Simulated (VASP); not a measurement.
# CaBr (P-6m2) in VASP: a series of runs, part 2 of 4

VASP 6.6.1. The steps go on from the part before.

## 3. Relaxation of cell and atoms, PBE, target pressure 5 GPa, at which the enthalpy is minimised

INCAR reads:

```
SYSTEM = CaBr
PREC = Accurate
ENCUT = 600
EDIFF = 1E-7
ISMEAR = -1
SIGMA = 0.05
LREAL = .FALSE.
LASPH = .TRUE.
NELM = 100
ALGO = Normal
ISIF = 3
LWAVE = .FALSE.
LCHARG = .FALSE.
GGA = PE
IBRION = 2
NSW = 60
EDIFFG = -0.01
PSTRESS = 50.0
```

KPOINTS reads:

```
regular mesh
0
G
  8 8 6
  0 0 0
```

POSCAR reads:

```
CaBr
1.0
    3.9170223818      0.0000000000      0.0000000000
   -1.9585111909      3.3922408898      0.0000000000
    0.0000000000      0.0000000000      4.3410340000
Br Ca
1 1
Direct
    0.3333333333      0.6666666667      0.5000000000
    0.0000000000      0.0000000000      0.0000000000
```

Potentials or basis: VASP PAW PBE potentials, release 64 (Br, Ca_sv).

Launch:

```
> cat potpaw_PBE.64/Br/POTCAR potpaw_PBE.64/Ca_sv/POTCAR > POTCAR
> mpirun -np 1 vasp_std > vasp.out
```

OUTCAR:

```text
SYSTEM = CaBr
   PREC = Accurate
   ENCUT = 600
   EDIFF = 1E-7
   ISMEAR = -1
   LREAL = .FALSE.
   LASPH = .TRUE.
   NELM = 100
   ISIF = 3
   GGA = PE
   IBRION = 2
   NSW = 60
   EDIFFG = -0.01
   PSTRESS = 50.0

 ion  position               nearest neighbor table
   1  0.333  0.667  0.500-
   2  0.000  0.000  0.000-

  LATTYP: Found a hexagonal cell.
 ALAT       =     3.9170223818
 C/A-ratio  =     1.1082484543

  Lattice vectors:

 A1 = (   3.9170223818,   0.0000000000,   0.0000000000)
 A2 = (  -1.9585111909,   3.3922408898,   0.0000000000)
 A3 = (   0.0000000000,   0.0000000000,   4.3410340000)

Analysis of symmetry for initial positions (statically):
=====================================================================
 Subroutine PRICEL returns:
 Original cell was already a primitive cell.

 Routine SETGRP: Setting up the symmetry group for a
 hexagonal supercell.

 Subroutine GETGRP returns: Found 12 space group operations
 (whereof 12 operations were pure point group operations)
 out of a pool of 24 trial point group operations.

The static configuration has the point symmetry D_3h.

Analysis of symmetry for dynamics (positions and initial velocities):
=====================================================================
 Subroutine PRICEL returns:
 Original cell was already a primitive cell.

 Routine SETGRP: Setting up the symmetry group for a
 hexagonal supercell.

 Subroutine GETGRP returns: Found 12 space group operations
 (whereof 12 operations were pure point group operations)
 out of a pool of 24 trial point group operations.

The dynamic configuration has the point symmetry D_3h.

 Subroutine INISYM returns: Found 12 space group operations
 (whereof 12 operations are pure point group operations),
 and found     1 'primitive' translations

----------------------------------------------------------------------------------------

                                     Primitive cell

  volume of cell :      57.6814

  direct lattice vectors                    reciprocal lattice vectors
     3.917022382  0.000000000  0.000000000     0.255295963  0.147395193  0.000000000
    -1.958511191  3.392240890  0.000000000     0.000000000  0.294790386  0.000000000
     0.000000000  0.000000000  4.341034000     0.000000000  0.000000000  0.230359864

  length of vectors
     3.917022382  3.917022382  4.341034000     0.294790386  0.294790386  0.230359864

  position of ions in fractional coordinates (direct lattice)
     0.333333333  0.666666667  0.500000000
     0.000000000  0.000000000  0.000000000

  ion indices of the primitive-cell ions
   primitive index   ion index
                 1           1
                 2           2

----------------------------------------------------------------------------------------

 KPOINTS: regular mesh

Automatic generation of k-mesh.
 Grid dimensions read from file:
 generate k-points for:    8    8    6

 Generating k-lattice:

  Cartesian coordinates                     Fractional coordinates (reciprocal lattice)
     0.031911995  0.018424399  0.000000000     0.125000000  0.000000000  0.000000000
     0.000000000  0.036848798  0.000000000     0.000000000  0.125000000  0.000000000
     0.000000000  0.000000000  0.038393311     0.000000000  0.000000000  0.166666667

  Length of vectors
     0.036848798  0.036848798  0.038393311

  Shift w.r.t. Gamma in fractional coordinates (k-lattice)
     0.000000000  0.000000000  0.000000000

 Subroutine IBZKPT returns following result:
 ===========================================

 Found     40 irreducible k-points:

 Following reciprocal coordinates:
            Coordinates               Weight
  0.000000  0.000000  0.000000      1.000000
  0.125000 -0.000000  0.000000      6.000000
  0.250000 -0.000000  0.000000      6.000000
  0.375000 -0.000000  0.000000      6.000000
  0.500000 -0.000000  0.000000      3.000000
  0.125000  0.125000  0.000000      6.000000
[... 16 lines left out ...]
  0.250000 -0.000000  0.333333     12.000000
  0.375000 -0.000000  0.333333     12.000000
 [... further k-points ...]
   k-points           NKPTS =     40   k-points in BZ     NKDIM =     40   number of bands    NBANDS=     12
   number of dos      NEDOS =    301   number of ions     NIONS =      2
   total plane-waves  NPLWV =  36864
   dimension x,y,z NGX =    32 NGY =   32 NGZ =   36
   dimension x,y,z NGXF=    64 NGYF=   64 NGZF=   72
   ions per type =               1   1
   NGX,Y,Z   is equivalent  to a cutoff of  13.58, 13.58, 13.79 a.u.
   NGXF,Y,Z  is equivalent  to a cutoff of  27.16, 27.16, 27.57 a.u.
 SYSTEM =  CaBr
   PREC   = accura    normal or accurate (medium, high low for compatibility)
   ISTART =      0    job   : 0-new  1-cont  2-samecut
   ICHARG =      2    charge: 1-file 2-atom 10-const
   ISPIN  =      1    spin polarized calculation?
   LNONCOLLINEAR =      F non collinear calculations
   LSORBIT =      F    spin-orbit coupling
   LASPH  =      T    aspherical Exc in radial PAW
   ENCUT  =  600.0 eV  44.10 Ry    6.64 a.u.   7.82  7.82  8.67*2*pi/ulx,y,z
   NELM   =    100;   NELMIN=  2; NELMDL= -5     # of ELM steps
   EDIFF  = 0.1E-06   stopping-criterion for ELM
   LREAL  =      F    real-space projection
   EDIFFG = -.1E-01   stopping-criterion for IOM
   NSW    =     60    number of steps for IOM
   IBRION =      2    ionic relax: 0-MD 1-quasi-New 2-CG
   NFREE  =      1    steps in history (QN), initial steepest desc. (CG)
   ISIF   =      3    stress and relaxation
   ISYM   =      2    0-nonsym 1-usesym 2-fastsym
   POTIM  = 0.5000    time-step for ionic-motion
   TEBEG  =    0.0;   TEEND  =   0.0 temperature during run
   PSTRESS=   50.0 pullay stress
   NELECT =      17.0000    total number of electrons
   NUPDOWN=      -1.0000    fix difference up-down
   EMIN   =  10.00;   EMAX   =-10.00  energy-range for DOS
   EFERMI =   0.00;   METHOD = LEGACY
   ISMEAR =    -1;   SIGMA  =   0.05  broadening in eV -4-tet -1-fermi 0-gaus
   EFERMI_NEDOS =   21; number of points for ismear=-14 and -15
   IALGO  =     38    algorithm
   IMIX   =      4    mixing-type and parameters
     AMIX     =   0.40;   BMIX     =  1.00
     AMIX_MAG =   1.60;   BMIX_MAG =  1.00
  volume/ion in A,a.u.               =      28.84       194.63
  Fermi-wavevector in a.u.,A,eV,Ry     =   1.089463  2.058787 16.149159  1.186930
  Thomas-Fermi vector in A             =   2.225667
   LORBIT       =      0    0 simple, 1 ext, 2 COOP (PROOUT), +10 PAW based schemes
   GGA     = PE    functional components
   LHFCALC =     F    Hartree Fock is set to
   AEXX    =    0.0000 exact exchange contribution
   IVDW    =     0    specifies the selected vdW correction
   LEPSILON=     F    determine dielectric tensor
   LRPA    =     F    only Hartree local field effects (RPA)
 conjugate gradient relaxation of ions
 non-spin polarized calculation
  energy-cutoff  :      600.00
  volume of cell :       57.68
 maximum number of plane-waves:      1942
 NGX is ok and might be reduce to    32
   NGX = 15   NGY = 15   NGZ = 17

--------------------------------------- Ionic step        1  -------------------------------------------

 number of electron      17.0000001 magnetization

 Free energy of the ion-electron system (eV)
  ---------------------------------------------------
  ext. energy  EPLUGINS =         0.00000000
  ---------------------------------------------------
  free energy    TOTEN  =        -6.04568629 eV

  energy without entropy =       -6.01947843  energy(sigma->0) =       -6.03258236

 E-fermi :   4.6810     XC(G=0):  -8.8090

 val. band max:        4.6706079736   @ k =   0.2500   0.1250   0.1667
 cond. band min:       4.6924865509   @ k =   0.2500   0.1250   0.3333
 fundamental gap:      0.0218785773
 Fermi energy:         4.6810385976

 k-point     1 :       0.0000    0.0000    0.0000
  band No.  band energies     occupation
      1     -37.7216      2.00000
      2     -18.7948      2.00000
      3     -18.6696      2.00000
      4     -18.6696      2.00000
      5     -12.9731      2.00000
      6      -0.9108      2.00000
      7       0.0648      2.00000
      8       0.0648      2.00000
      9       2.8318      2.00000
     10       5.1916      0.00007
     11       6.9729      0.00000
     12       6.9729      0.00000
[... 418 lines left out ...]
  enthalpy is  TOTEN    =        -4.3722825951 eV   P V=        1.5863957886

--------------------------------------- Ionic step        3  -------------------------------------------

 number of electron      17.0000002 magnetization

 Free energy of the ion-electron system (eV)
  ---------------------------------------------------
  ext. energy  EPLUGINS =         0.00000000
  ---------------------------------------------------
  free energy    TOTEN  =        -5.93543104 eV

  energy without entropy =       -5.91207815  energy(sigma->0) =       -5.92375460

 E-fermi :   5.6838     XC(G=0):  -9.4115

 val. band max:        5.6669261479   @ k =   0.2500   0.2500   0.5000
 cond. band min:       5.7119549912   @ k =   0.2500   0.1250   0.3333
 fundamental gap:      0.0450288433
 Fermi energy:         5.6837821731

 k-point     1 :       0.0000    0.0000    0.0000
  band No.  band energies     occupation
      1     -36.2934      2.00000
      2     -17.4063      2.00000
      3     -17.2459      2.00000
      4     -17.2459      2.00000
      5     -12.4557      2.00000
      6      -0.1510      2.00000
      7       0.9787      2.00000
      8       0.9787      2.00000
      9       3.9680      2.00000
     10       6.3087      0.00001
     11       8.2842      0.00000
     12       8.2842      0.00000
[... 374 lines left out ...]
  FREE ENERGIE OF THE ION-ELECTRON SYSTEM (eV)
  ---------------------------------------------------
  free  energy   TOTEN  =        -5.9354310397 eV

  energy  without entropy=       -5.9120781511  energy(sigma->0) =       -5.92375460

  enthalpy is  TOTEN    =        -4.3742016349 eV   P V=        1.5612294048

 reached required accuracy - stopping structural energy minimisation
```

OSZICAR:

```text
N       E                     dE             d eps       ncg     rms          rms(c)
DAV:   1     0.133100544062E+03    0.13310E+03   -0.83589E+03   960   0.139E+03
DAV:   2     0.190694742957E+01   -0.13119E+03   -0.12606E+03  1072   0.311E+02
DAV:   3    -0.562543489365E+01   -0.75324E+01   -0.74278E+01  1296   0.700E+01
[... 27 lines left out ...]
DAV:   3    -0.593504568621E+01    0.59902E-02   -0.29343E-02  1668   0.149E+00    0.141E-01
DAV:   4    -0.593518791564E+01   -0.14223E-03   -0.14339E-03  1188   0.321E-01    0.756E-02
DAV:   5    -0.593540685158E+01   -0.21894E-03   -0.37779E-04  1584   0.777E-02    0.340E-02
DAV:   6    -0.593543203616E+01   -0.25185E-04   -0.28592E-05  1848   0.318E-02    0.158E-02
DAV:   7    -0.593543096385E+01    0.10723E-05   -0.19476E-06  1784   0.142E-02    0.425E-03
DAV:   8    -0.593543103971E+01   -0.75864E-07   -0.45903E-07  1192   0.592E-03
   3 F= -.43742016E+01 E0= -.43625252E+01  d E =-.128610E+00
```

CONTCAR:

```text
CaBr
   1.00000000000000
     3.7319283552271960    0.0000000000000000    0.0000000000000000
    -1.8659641776135980    3.2319447607005709   -0.0000000000000000
     0.0000000000000000    0.0000000000000000    4.1477261371343186
  Br              Ca
     1     1
Direct
     0.3333333332999970    0.6666666667000030    0.5000000000000000
     0.0000000000000000    0.0000000000000000    0.0000000000000000

  0.00000000E+00  0.00000000E+00  0.00000000E+00
  0.00000000E+00  0.00000000E+00  0.00000000E+00
```

Wall time 32 s (1 thread of Intel Xeon 6975P-C (Granite Rapids), shared host); peak memory 0.22 GiB.

What came out:

- Free energy: -5.9354 eV
- Relaxed volume: 25.01 Å³/atom
- Relaxed cell: a = 3.732 Å, b = 3.732 Å, c = 4.148 Å, α = 90.00°, β = 90.00°, γ = 120.00°
- Space group after relaxing (to 0.1 Å): P-6m2 (No. 187)
- Energy change on relaxing (the run minimises the enthalpy): +55.1 meV/atom
- Ionic steps: 3
- Pressure after relaxing: 5.0 GPa
- Band gap on the k mesh: zero (an odd number of electrons rules out a gap without spin polarisation)

Step by step:
```csv
step,energy change (eV),largest force (eV/Å),pressure (GPa),volume (Å³)
1,0.0000,0.0000,0.25,57.68
2,0.0870,0.0000,4.28,50.83
3,0.1103,0.0000,4.97,50.03
```

Final structure:
```xyz
2
Lattice="3.7319 0.0000 0.0000 -1.8660 3.2319 0.0000 0.0000 0.0000 4.1477" Properties=species:S:1:pos:R:3 pbc="T T T"
Br    0.0000    2.1546    2.0739
Ca    0.0000    0.0000    0.0000
```

Levels at points of the mesh, in eV from the Fermi level:
| k point | band 5 | band 6 | band 7 | band 8 | band 9 | band 10 | band 11 | band 12 |
| --- | --- | --- | --- | --- | --- | --- | --- | --- |
| (0.00, 0.00, 0.00) | -18.14 | -5.83 | -4.71 | -4.71 | -1.72 | 0.62 | 2.60 | 2.60 |
| (0.50, 0.00, 0.00) | -17.56 | -7.54 | -5.85 | -5.15 | -0.34 | 1.60 | 2.49 | 2.64 |
| (0.00, 0.00, 0.50) | -17.78 | -7.69 | -4.62 | -4.62 | 1.28 | 1.72 | 1.72 | 2.54 |
| (0.50, 0.00, 0.50) | -17.58 | -7.08 | -6.65 | -5.39 | -0.38 | 1.94 | 3.13 | 4.07 |

Caveat: the cell is relaxed towards a set pressure, so the run minimises the enthalpy, not the energy; an odd number of electrons without spin polarisation forces a metal; a magnetic or distorted state may lie lower.

[end of part 2 of 4]
